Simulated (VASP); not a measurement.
# Au in VASP: single point with PBE

Aim: the single point of Au with PBE.

All numbers are computed with VASP 6.6.1; they aren't measurements. Logs are shortened: lines on timing, memory, paths and dates and some standing lists are left out, and cuts for length are marked.

### 1 The cell of the first run

The cell holds a slab with vacuum, 12 atoms: a = 5.880 Å, b = 5.880 Å, c = 21.801 Å, α = 90.00°, β = 90.00°, γ = 120.00°.

### 2 Single point, PBE

File INCAR:

```
ALGO = Normal
DIPOL = 0.5 0.5 0.502
EDIFF = 1E-6
ENCUT = 520
GGA = PE
IDIPOL = 3
ISIF = 2
ISMEAR = 0
LASPH = T
LCHARG = T
LDIPOL = T
LELF = T
LREAL = F
LVACPOTAV = T
LVHAR = T
LWAVE = F
NBANDS = 78
NELM = 80
PREC = Accurate
SIGMA = 0.1
```

File KPOINTS:

```
k-points
0
Gamma
  6 6 1
```

File POSCAR:

```
Au
1.0
    5.8804098500      0.0000000000      0.0000000000
   -2.9402049250      5.0925843147      0.0000000000
    0.0000000000      0.0000000000     21.8013345369
Au
12
Direct
    0.3333333333      0.1666666667      0.3898843892
    0.3333333333      0.6666666667      0.3898843892
    0.8333333333      0.1666666667      0.3898843892
    0.8333333333      0.6666666667      0.3898843892
    0.6666666667      0.3333333333      0.5022233013
    0.6666666667      0.8333333333      0.5022233013
    0.1666666667      0.3333333333      0.5022233013
    0.1666666667      0.8333333333      0.5022233013
    0.0000000000      0.5000000000      0.6145172226
    0.0000000000      0.0000000000      0.6145172226
    0.5000000000      0.5000000000      0.6145172226
    0.5000000000      0.0000000000      0.6145172226
```

Potentials or basis: VASP PAW PBE potentials, release 64 (Au).

Command:

```bash
cat potpaw_PBE.64/Au/POTCAR > POTCAR
mpirun -np 1 vasp_std > vasp.out
```

OUTCAR:

```text
EDIFF = 1E-6
   ENCUT = 520
   GGA = PE
   ISIF = 2
   ISMEAR = 0
   LASPH = T
   LREAL = F
   NELM = 80
   PREC = Accurate

 ion  position               nearest neighbor table
   1  0.333  0.167  0.390-   2 2.94   4 2.94   2 2.94   4 2.94   3 2.94   3 2.94   7 2.98   8 2.98
                             5 2.98
   2  0.333  0.667  0.390-   1 2.94   3 2.94   1 2.94   3 2.94   4 2.94   4 2.94   8 2.98   7 2.98
                             6 2.98
   3  0.833  0.167  0.390-   2 2.94   4 2.94   4 2.94   2 2.94   1 2.94   1 2.94   5 2.98   6 2.98
                             7 2.98
   4  0.833  0.667  0.390-   1 2.94   3 2.94   3 2.94   1 2.94   2 2.94   2 2.94   6 2.98   5 2.98
                             8 2.98
   5  0.667  0.333  0.502-   6 2.94   8 2.94   6 2.94   8 2.94   7 2.94   7 2.94  12 2.98   9 2.98
                            11 2.98   3 2.98   4 2.98   1 2.98
   6  0.667  0.833  0.502-   5 2.94   7 2.94   5 2.94   7 2.94   8 2.94   8 2.94  11 2.98  10 2.98
                            12 2.98   4 2.98   3 2.98   2 2.98
   7  0.167  0.333  0.502-   6 2.94   8 2.94   8 2.94   6 2.94   5 2.94   5 2.94  10 2.98  11 2.98
                             9 2.98   1 2.98   2 2.98   3 2.98
   8  0.167  0.833  0.502-   5 2.94   7 2.94   7 2.94   5 2.94   6 2.94   6 2.94   9 2.98  12 2.98
                            10 2.98   2 2.98   1 2.98   4 2.98
   9  0.000  0.500  0.615-  10 2.94  12 2.94  10 2.94  12 2.94  11 2.94  11 2.94   8 2.98   5 2.98
[... 14 lines left out ...]
 A1 = (   5.8804098500,   0.0000000000,   0.0000000000)
 A2 = (  -2.9402049250,   5.0925843147,   0.0000000000)
 A3 = (   0.0000000000,   0.0000000000,  21.8013345369)

Analysis of symmetry for initial positions (statically):
=====================================================================
 Subroutine PRICEL returns following result:

  LATTYP: Found a hexagonal cell.
 ALAT       =     2.9402049250
 C/A-ratio  =     7.4149030741

  Lattice vectors:

 A1 = (   2.9402049250,   0.0000000000,   0.0000000000)
 A2 = (  -1.4701024625,   2.5462921573,   0.0000000000)
 A3 = (   0.0000000000,   0.0000000000,  21.8013345369)

   4 primitive cells build up your supercell.

 Routine SETGRP: Setting up the symmetry group for a
 hexagonal supercell.

 Subroutine GETGRP returns: Found  6 space group operations
 (whereof  6 operations were pure point group operations)
 out of a pool of 24 trial point group operations.

The static configuration has the point symmetry C_3v.

Analysis of symmetry for dynamics (positions and initial velocities):
=====================================================================
[... 124 lines left out ...]
     AMIX     =   0.40;   BMIX     =  1.00
     AMIX_MAG =   1.60;   BMIX_MAG =  1.00
  volume/ion in A,a.u.               =      54.41       367.15
  Fermi-wavevector in a.u.,A,eV,Ry     =   0.960852  1.815747 12.561397  0.923237
  Thomas-Fermi vector in A             =   2.090173
   LORBIT       =      0    0 simple, 1 ext, 2 COOP (PROOUT), +10 PAW based schemes
   GGA     = PE    functional components
   LHFCALC =     F    Hartree Fock is set to
   AEXX    =    0.0000 exact exchange contribution
   IVDW    =     0    specifies the selected vdW correction
   LEPSILON=     F    determine dielectric tensor
   LRPA    =     F    only Hartree local field effects (RPA)
 non-spin polarized calculation
 Gauss-broadening in eV      SIGMA  =   0.10
  energy-cutoff  :      520.00
  volume of cell :      652.87
 maximum number of plane-waves:     17616
 NGX is ok and might be reduce to    48
   NGX = 21   NGY = 21   NGZ = 81

 dipolmoment           0.000000      0.000000      0.002930 electrons x Angstroem

 number of electron     131.9999985 magnetization

 dipolmoment           0.000000      0.000000     -0.000099 electrons x Angstroem

 Free energy of the ion-electron system (eV)
  ---------------------------------------------------
  ext. energy  EPLUGINS =         0.00000000
  ---------------------------------------------------
  free energy    TOTEN  =       -35.92994719 eV

  energy without entropy =      -35.90792943  energy(sigma->0) =      -35.91893831

 E-fermi :  -0.7640     XC(G=0):  -4.8538

 val. band max:       -0.9255073685   @ k =   0.1667  -0.0000   0.0000
 cond. band min:      -0.7088607740   @ k =   0.5000  -0.0000   0.0000
 fundamental gap:      0.2166465944
 Fermi energy:        -0.7639829371

 k-point     1 :       0.0000    0.0000    0.0000
  band No.  band energies     occupation
      1      -9.1762      2.00000
      2      -7.6583      2.00000
      3      -7.2987      2.00000
      4      -7.0087      2.00000
      5      -7.0087      2.00000
      6      -7.0087      2.00000
[... 556 lines left out ...]
     77       4.5001      0.00000
     78       4.5010      0.00000

------------------------ aborting loop because EDIFF is reached ----------------------------------------

  FORCE on cell =-STRESS in cart. coord.  units (eV):
  Direction    XX          YY          ZZ          XY          YZ          ZX
  --------------------------------------------------------------------------------------
  -------------------------------------------------------------------------------------
  Total      -13.6043194    -13.6043194     -0.3286572     -0.0000000      0.0000000      0.0000000
  in kB      -33.3855472    -33.3855472     -0.8065380     -0.0000000      0.0000000      0.0000000
  external PRESSURE =     -22.5258775 kB  Pullay stress =       0.0000000 kB

 VOLUME and BASIS-vectors are now :
 -----------------------------------------------------------------------------
  energy-cutoff  :      520.00
  volume of cell :      652.87
      direct lattice vectors                 reciprocal lattice vectors
     5.880409850  0.000000000  0.000000000     0.170056174  0.098181978  0.000000000
    -2.940204925  5.092584315  0.000000000     0.000000000  0.196363956  0.000000000
     0.000000000  0.000000000 21.801334537     0.000000000  0.000000000  0.045868752

 POSITION                                       TOTAL-FORCE (eV/Angst)
 -----------------------------------------------------------------------------------
      1.47010      0.84876      8.50000         0.000000     -0.000000      0.010179
     -0.00000      3.39506      8.50000         0.000000      0.000000      0.010179
      4.41031      0.84876      8.50000         0.000000     -0.000000      0.010179
      2.94020      3.39506      8.50000         0.000000      0.000000      0.010179
      2.94020      1.69753     10.94914        -0.000000      0.000000     -0.002911
      1.47010      4.24382     10.94914        -0.000000      0.000000     -0.002911
      0.00000      1.69753     10.94914        -0.000000      0.000000     -0.002911
     -1.47010      4.24382     10.94914        -0.000000      0.000000     -0.002911
     -1.47010      2.54629     13.39730        -0.000000      0.000000     -0.007268
      0.00000      0.00000     13.39730        -0.000000      0.000000     -0.007268
      1.47010      2.54629     13.39730        -0.000000      0.000000     -0.007268
      2.94020      0.00000     13.39730        -0.000000      0.000000     -0.007268
 -----------------------------------------------------------------------------------
    total drift:                                0.000000     -0.000000      0.000215

  FREE ENERGIE OF THE ION-ELECTRON SYSTEM (eV)
  ---------------------------------------------------
  free  energy   TOTEN  =       -35.9299471918 eV

  energy  without entropy=      -35.9079294262  energy(sigma->0) =      -35.91893831

 vacuum level on the upper side and lower side of the slab         4.555         4.556
```

stdout:

```text
POSCAR found type information on POSCAR Au
 POSCAR found :  1 types and      12 ions
 scaLAPACK will be used
 LDA part: xc-table for (Slater+PW92), standard interpolation
 POSCAR, INCAR and KPOINTS ok, starting setup
 FFT: planning ... GRIDC
 FFT: planning ... GRID_SOFT
 FFT: planning ... GRID
 WAVECAR not read
 entering main loop
 -----------------------------------------------------------------------------
|                                                                             |
|           W    W    AA    RRRRR   N    N  II  N    N   GGGG   !!!           |
|           W    W   A  A   R    R  NN   N  II  NN   N  G    G  !!!           |
|           W    W  A    A  R    R  N N  N  II  N N  N  G       !!!           |
|           W WW W  AAAAAA  RRRRR   N  N N  II  N  N N  G  GGG   !            |
|           WW  WW  A    A  R   R   N   NN  II  N   NN  G    G                |
|           W    W  A    A  R    R  N    N  II  N    N   GGGG   !!!           |
|                                                                             |
|     Did not find any points to average over, which means that no vacuum     |
|     field-free region was found. Please increase the size of  your cell     |
|     in the dimension of the dipole correction to obtain accurate            |
|     workfunction values.                                                    |
|                                                                             |
 -----------------------------------------------------------------------------
```

Run time: 16 min. Hardware: 1 thread of Intel Xeon Platinum 8375C at 2.90GHz (Ice Lake), shared host; peak memory 0.81 GiB.

What came out:

| Property | Result |
| --- | --- |
| Free energy | -35.9299 eV |
| Largest force | 0.010 eV/Å |
| Band gap on the k mesh | zero (bands 66 and 67 overlap by 0.95 eV) |

Forces in eV/Å, atoms in the order of the input:
```
Au   0.000  0.000  0.010
Au   0.000  0.000  0.010
Au   0.000  0.000  0.010
Au   0.000  0.000  0.010
Au   0.000  0.000 -0.003
Au   0.000  0.000 -0.003
Au   0.000  0.000 -0.003
Au   0.000  0.000 -0.003
Au   0.000  0.000 -0.007
Au   0.000  0.000 -0.007
Au   0.000  0.000 -0.007
Au   0.000  0.000 -0.007
```

Caveat: spin-orbit coupling is left out, which moves the levels of the heavy elements.
